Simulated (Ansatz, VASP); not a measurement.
## One calculation of RbPd4N3, two programs

```
Rb Pd N
1.0
     7.90994    0.00000    0.00000
     0.00000    3.55775    2.63533
     0.00000   -3.55775    2.63533
Rb Pd N
1 4 3
Direct
  0.50000 0.52507 0.52507
  0.85890 0.35853 0.89248
  0.14110 0.89248 0.35853
  0.85890 0.89248 0.35853
  0.14110 0.35853 0.89248
  0.72098 0.23485 0.23485
  0.27902 0.23485 0.23485
  0.00000 0.69490 0.69490
```

Alike in both runs: task relaxation of cell and atoms; functional PBE; k mesh 2 × 3 × 3; occupations gaussian, width 0.15 eV; no spin polarisation.

|  | VASP | Ansatz |
| --- | --- | --- |
| version | VASP 6.6.1 | Ansatz 0.2.0 |
| potentials or method | VASP PAW PBE potentials, release 64 (Rb_sv, Pd, N), cutoff 600 eV | scalar-relativistic, plane waves, PAW |
| valence electrons in the cell | 64 | 96 |

```csv
,VASP,Ansatz,Ansatz less VASP
relaxed volume (Å³/atom),18.41,19.09,+0.677
relaxed cell length with the largest relative difference (Å),3.991,4.152,+0.1611
```

VASP's potentials hold 64 valence electrons a cell and Ansatz's 96, so a difference there can come from the potentials and not from the codes.

The k mesh is coarse, so the values compare programs but aren't converged.
